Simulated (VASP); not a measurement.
Wanted: the native input for a VASP 6.6.1 run.

```
Task                   : single point
Functional             : PBE
Potentials or basis    : VASP PAW PBE potentials, release 64 (Pd)
Cutoff                 : 520 eV
k mesh                 : 18 × 18 × 18
Occupations            : fermi-dirac, width 0.05 eV
Spin                   : no spin polarisation
Dipole correction      : no
Further INCAR settings : ALGO = Normal; EDIFF = 1e-06; NBANDS = 11
```

The structure of Pd lies in POSCAR:

```
Pd
1.0
    0.0000000000      1.8865530000      1.9449000000
    1.8865530000      0.0000000000      1.9449000000
    1.8865530000      1.8865530000      0.0000000000
Pd
1
Direct
    0.0000000000      0.0000000000      0.0000000000
```

This cell differs from its parent crystal: equal xx and yy strain of -3 %.

These files were run (other wordings do the same):

INCAR

```
PREC     = Accurate       # precision mode
ENCUT    = 520            # plane-wave cutoff, eV
EDIFF    = 1E-6           # SCF threshold, eV
ISMEAR   = -1             # smearing method
SIGMA    = 0.05           # smearing width, eV
LREAL    = False          # projectors in reciprocal space
LASPH    = True           # aspherical terms in the spheres
NELM     = 60             # most SCF steps
ALGO     = Normal         # electronic algorithm
ISIF     = 2              # what is computed and relaxed
LWAVE    = False          # write WAVECAR
LCHARG   = False          # write CHGCAR
GGA      = PE             # functional
NBANDS   = 11             # bands
```

KPOINTS

```
regular mesh
0
Gamma
  18 18 18
```

Potentials or basis: VASP PAW PBE potentials, release 64 (Pd).

Command:

```sh
$ cat potpaw_PBE.64/Pd/POTCAR > POTCAR
$ mpirun -np 1 vasp_std > vasp.out
```

It gave:

| Item | Value |
| --- | --- |
| Pressure | 22.1 GPa |
| Band gap on the k mesh | zero (band 5 reaches 11.35 eV, above the bottom of band 6 at 9.46 eV) |

Caveat: the cell differs from its parent crystal (equal xx and yy strain of -3 %).

It took 56 s on 1 thread of AMD EPYC 7R43 64-Core Processor (Zen 3), with other jobs on the host, peak memory 0.15 GiB.
